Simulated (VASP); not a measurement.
Input of a VASP 6.6.1 run:

Contents of INCAR:

```
SYSTEM = ZnO
  ALGO = Normal
  EDIFF = 1E-6
  EDIFFG = -0.005
  ENCUT = 600
  GGA = PE
  IBRION = 2
  ISIF = 3
  ISMEAR = 0
  LASPH = .True.
  LCHARG = .False.
  LREAL = .False.
  LWAVE = .False.
  NELM = 100
  NSW = 100
  PREC = Accurate
  SIGMA = 0.02
```

The input KPOINTS:

```
k-points
0
Gamma
  12 12 6
  0 0 0
```

POSCAR

```
ZnO
1.0
    3.2493987239      0.0000000000      0.0000000000
   -1.6246993619      2.8140618419      0.0000000000
    0.0000000000      0.0000000000      5.2038000000
Zn O
2 2
Direct
    0.3333333333      0.6666666667      0.0000000000
    0.6666666667      0.3333333333      0.5000000000
    0.3333333333      0.6666666667      0.3821000000
    0.6666666667      0.3333333333      0.8821000000
```

Potentials or basis: VASP PAW PBE potentials, release 64 (Zn, O).

Run with:

```console
$ cat potpaw_PBE.64/Zn/POTCAR potpaw_PBE.64/O/POTCAR > POTCAR
$ mpirun -np 1 vasp_std > vasp.out
```

What does it give for the relaxed cell?

a = 3.285 Å, b = 3.285 Å, c = 5.303 Å, α = 90.00°, β = 90.00°, γ = 120.00°.

Estimate the space group after relaxing (to 0.05 Å).

P6_3mc (No. 186).

What does it give for the band gap on the k mesh?

0.72 eV, direct.

Final structure:
```
Zn O
1.0
     3.28541    0.00000    0.00000
    -1.64270    2.84524    0.00000
     0.00000    0.00000    5.30312
Zn O
2 2
Direct
  0.33333 0.66667 0.00156
  0.66667 0.33333 0.50156
  0.33333 0.66667 0.38054
  0.66667 0.33333 0.88054
```

PBE usually gives volumes a little too large and moduli too small. Zero-point motion and thermal expansion aren't in these numbers.
